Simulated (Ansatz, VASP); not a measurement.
Two plane-wave programs on Ga3As

```xyz
4
Lattice="3.6984 0.0000 0.0000 -1.8492 3.2029 0.0000 0.0000 0.0000 7.9457" Properties=species:S:1:pos:R:3 pbc="T T T"
Ga    1.8492    1.0676    0.9761
Ga    1.8492    1.0676    6.9696
Ga    1.8492    1.0676    3.9728
As    0.0000    2.1353    3.9728
```

Alike in both runs: task single point; functional PBE; k mesh 6 × 6 × 2; occupations gaussian, width 0.1 eV; no spin polarisation.

```csv
,VASP,Ansatz
version,VASP 6.6.1,Ansatz 0.2.0
potentials or method,"VASP PAW PBE potentials, release 64 (Ga_d, As), cutoff 520 eV","scalar-relativistic, plane waves, PAW"
valence electrons in the cell,44,54
```

|  | VASP | Ansatz | Ansatz less VASP |
| --- | --- | --- | --- |
| gap on the k mesh at the Fermi level (eV) | none | none | - |
| pressure (GPa) | 21.4 | 20.9 | -0.50 |
| traceless stress, the component that is largest in VASP (GPa) | 7.96 | 7.13 | -0.828 |
| rms of the force components (eV/Å) | 3.653 | 3.490 | -0.1626 |

Atom by atom the forces differ by 0.163 eV/Å (rms over components). A gap of «none» marks a metal or a gap that the smearing closes. The functional is the same, so the differences come from potentials, cutoffs and numerics. VASP's potentials hold 44 valence electrons a cell and Ansatz's 54, so a difference there can come from the potentials and not from the codes.

The k mesh is coarse, so the values compare programs but aren't converged.
